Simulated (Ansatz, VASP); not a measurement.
**Rh in VASP and in Ansatz**

```
CELL_PARAMETERS angstrom
0.00000 1.95350 1.79722
1.95350 0.00000 1.79722
1.95350 1.95350 0.00000
ATOMIC_POSITIONS crystal
Rh 0.00000 0.00000 0.00000
```

Alike in both runs: task single point; functional r2SCAN; k mesh 30 × 30 × 30; occupations gaussian, width 0.15 eV; no spin polarisation.

```csv
,VASP,Ansatz
version,VASP 6.6.1,Ansatz 0.2.0
potentials or method,"VASP PAW PBE potentials, release 64 (Rh_pv), cutoff 520 eV","scalar-relativistic, plane waves, PAW"
valence electrons in the cell,15,17
```

VASP gave:

```
gap on the k mesh at the Fermi level (eV)                     : none
pressure (GPa)                                                : 2.3
traceless stress, the component that is largest in VASP (GPa) : 12.25
```

Task: Estimate Ansatz's values.

Result: gap on the k mesh at the Fermi level (eV): none; pressure (GPa): 1.0; traceless stress, the component that is largest in VASP (GPa): 12.18.

VASP's potentials were made for PBE, not for r2SCAN. A gap of «none» marks a metal or a gap that the smearing closes. The functional is the same, so the differences come from potentials, cutoffs and numerics. VASP's potentials hold 15 valence electrons a cell and Ansatz's 17, so a difference there can come from the potentials and not from the codes.
